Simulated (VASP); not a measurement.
A run of VASP 6.6.1:

INCAR

```
  PREC = Accurate
  ENCUT = 520
  EDIFF = 1E-6
  ISMEAR = 0
  SIGMA = 0.1
  LREAL = False
  LASPH = True
  NELM = 150
  ALGO = Normal
  ISIF = 2
  LWAVE = False
  LCHARG = False
  ISPIN = 2
  MAGMOM = 2.73 2.73 0 0 0 0
  LORBIT = 11
  LMAXMIX = 4
  GGA = PE
  NBANDS = 38
```

The input KPOINTS:

```
regular mesh
0
Gamma
  4 4 6
```

File POSCAR:

```
MnO2
1.0
    4.3674153496      0.0000000000      0.0000000000
    0.0000000000      4.5186876760      0.0000000000
    0.0000000000      0.0000000000      2.8744122582
Mn O
2 4
Direct
    0.5000000000      0.5000000000      0.5000000000
    0.0000000000      0.0000000000      0.0000000000
    0.2162723340      0.8260472404      0.5000000000
    0.7162723340      0.6739527596      0.0000000000
    0.7837276660      0.1739527596      0.5000000000
    0.2837276660      0.3260472404      0.0000000000
```

Potentials or basis: VASP PAW PBE potentials, release 64 (Mn_pv, O).

Launch:

```console
$ cat potpaw_PBE.64/Mn_pv/POTCAR potpaw_PBE.64/O/POTCAR > POTCAR
$ mpirun -np 1 vasp_std > vasp.out
```

Hardware: 1 thread of Intel(R) Xeon(R) Platinum 8259CL CPU @ 2.50GHz (Skylake/Cascade Lake), on a shared host.

**Question.** Estimate the wall time of this run.

**Answer.** Wall time 2.2 min on 1 thread of Intel(R) Xeon(R) Platinum 8259CL CPU @ 2.50GHz (Skylake/Cascade Lake), with other jobs on the host, peak memory 0.26 GiB. Counts: scf iterations 16, k points 36.
